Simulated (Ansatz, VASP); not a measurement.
**HfN in VASP and in Ansatz**

INCAR

```
SYSTEM = HfN
  PREC = Accurate
  ENCUT = 520
  EDIFF = 1E-6
  ISMEAR = -1
  SIGMA = 0.03
  LREAL = .FALSE.
  LASPH = .TRUE.
  NELM = 60
  ALGO = Normal
  ISIF = 2
  LWAVE = .FALSE.
  LCHARG = .FALSE.
  NBANDS = 14
```

File KPOINTS:

```
Automatic mesh
0
G
  10 10 10
  0 0 0
```

File POSCAR:

```
HfN
1.0
    0.0000000000      2.2739607009      2.2739607009
    2.2739607009      0.0000000000      2.2739607009
    2.2739607009      2.2739607009      0.0000000000
Hf N
1 1
Direct
    0.0000000000      0.0000000000      0.0000000000
    0.5000000000      0.5000000000      0.5000000000
```

Input for Ansatz:

```yaml
crystal:
  lattice:
    - [0.0, 2.2739607009, 2.2739607009]
    - [2.2739607009, 0.0, 2.2739607009]
    - [2.2739607009, 2.2739607009, 0.0]
  atoms:
    - { symbol: Hf, position: [0.0, 0.0, 0.0] }
    - { symbol: "N", position: [0.5, 0.5, 0.5] }
kpoints:
  mp_grid: { grid: [10, 10, 10] }
  band_path:
    path:
      - [0.0, 0.0, 0.0]
      - [0.5, 0.0, 0.5]
      - [0.625, 0.25, 0.625]
      - [0.375, 0.375, 0.75]
      - [0.0, 0.0, 0.0]
      - [0.5, 0.5, 0.5]
      - [0.5, 0.25, 0.75]
      - [0.5, 0.0, 0.5]
    npoints: 5
scf:
  occupations: { method: fermi_dirac, width: 0.03 }
hamiltonian:
  xc: lda
  pseudopotentials: { kind: all_electron, lapw: { basis_error: 0.001 } }
output:
  forces: true
  stress: true
  eigenvalues: true
```

Change from the starting cell: volume scaled by 1.02.

Alike in both runs: task single point; functional LDA; k mesh 10 × 10 × 10; occupations fermi-dirac, width 0.03 eV; no spin polarisation.

|  | VASP | Ansatz |
| --- | --- | --- |
| version | VASP 6.6.1 | Ansatz 0.2.0 |
| potentials or method | VASP PAW LDA potentials, release 64 (Hf_pv, N), cutoff 520 eV | all-electron LAPW, scalar-relativistic |

```csv
,VASP,Ansatz,Ansatz less VASP
pressure (GPa),-15.5,-14.2,+1.33
```

LDA's correlation is that of Perdew and Zunger in VASP and of Perdew and Wang (1992) in Ansatz. Ansatz ran all-electron here, and VASP with PAW potentials.

Neither program's run includes spin-orbit coupling.
